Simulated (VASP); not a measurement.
Wanted: the native input for a VASP 6.6.1 run.

```yaml
Task: relaxation of the atoms
Functional: PBE
Dispersion: D3(BJ)
Potentials_or_basis: VASP PAW PBE potentials, release 64 (B, N)
Cutoff: 520 eV
k_mesh: 10 × 10 × 1
Occupations: gaussian, width 0.02 eV
Spin: no spin polarisation
Dipole_correction: yes
Further_INCAR_settings: ALGO = Normal; EDIFF = 1e-06; IBRION = 2; EDIFFG = -0.01; NSW = 60
```

The structure of BN lies in POSCAR:

```
BN
1.0
    2.5589293044      0.0014369821      0.0000000000
    1.2781801939      2.1733719166      0.0000000000
    0.0000000000      0.0000000000     26.0000000000
B N
1 1
Direct
    0.4999824925      0.4999824925      0.5000000000
    0.8333175175      0.8333175175      0.5000000000
```

This cell differs from its parent crystal: strain along x +0.020.

One way to write it, as run:

INCAR

```
SYSTEM = BN
  PREC = Accurate
  ENCUT = 520
  EDIFF = 1E-6
  ISMEAR = 0
  SIGMA = 0.02
  LREAL = .FALSE.
  LASPH = .TRUE.
  NELM = 80
  ALGO = Normal
  ISIF = 2
  LWAVE = .FALSE.
  LCHARG = .FALSE.
  LDIPOL = .TRUE.
  IDIPOL = 3
  DIPOL = 0.5 0.5 0.500
  GGA = PE
  IVDW = 12
  IBRION = 2
  NSW = 60
  EDIFFG = -0.01
```

KPOINTS

```
Automatic mesh
0
G
  10 10 1
  0 0 0
```

Potentials or basis: VASP PAW PBE potentials, release 64 (B, N).

Run with:

```sh
$ cat potpaw_PBE.64/B/POTCAR potpaw_PBE.64/N/POTCAR > POTCAR
$ mpirun -np 1 vasp_std > vasp.out
```

Results of the run:

| Item | Value |
| --- | --- |
| Energy gained by relaxing | 0.3 meV/atom |
| Ionic steps | 3 |
| Band gap on the k mesh | 4.85 eV (least direct gap 4.90 eV) |
| Dispersion energy per atom | -0.076 eV |

Caveat: the cell differs from its parent crystal (strain along x +0.020).

It took 2.4 min on 1 thread of Intel(R) Xeon(R) Platinum 8259CL CPU @ 2.50GHz (Skylake/Cascade Lake) (shared host), peak memory 0.31 GiB.
